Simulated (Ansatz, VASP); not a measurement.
One calculation of As, two programs

```
As
1.0
     3.40600    0.00000    0.00000
    -1.70300    2.94968    0.00000
     0.00000    0.00000   28.57424
As
2
Direct
  0.33333 0.66667 0.48429
  0.66667 0.33333 0.51571
```

Alike in both runs: task single point; functional PBE; dispersion D3(BJ); k mesh 9 × 9 × 1; occupations gaussian, width 0.02 eV; no spin polarisation.

|  | VASP | Ansatz |
| --- | --- | --- |
| version | VASP 6.6.1 | Ansatz 0.2.0 |
| potentials or method | VASP PAW PBE potentials, release 64 (As), cutoff 520 eV | scalar-relativistic, plane waves, PAW |
| valence electrons in the cell | 10 | 30 |

Ansatz gave:

| Quantity | Value |
| --- | --- |
| gap on the k mesh at the Fermi level (eV) | none |
| rms of the force components (eV/Å) | 4.606 |

Q: What did VASP give for the same quantities?

A: gap on the k mesh at the Fermi level (eV): none; rms of the force components (eV/Å): 4.594.

Atom by atom the forces differ by 0.012 eV/Å (rms over components). A gap of «none» marks a metal or a gap that the smearing closes. VASP's potentials hold 10 valence electrons a cell and Ansatz's 30, so a difference there can come from the potentials and not from the codes.
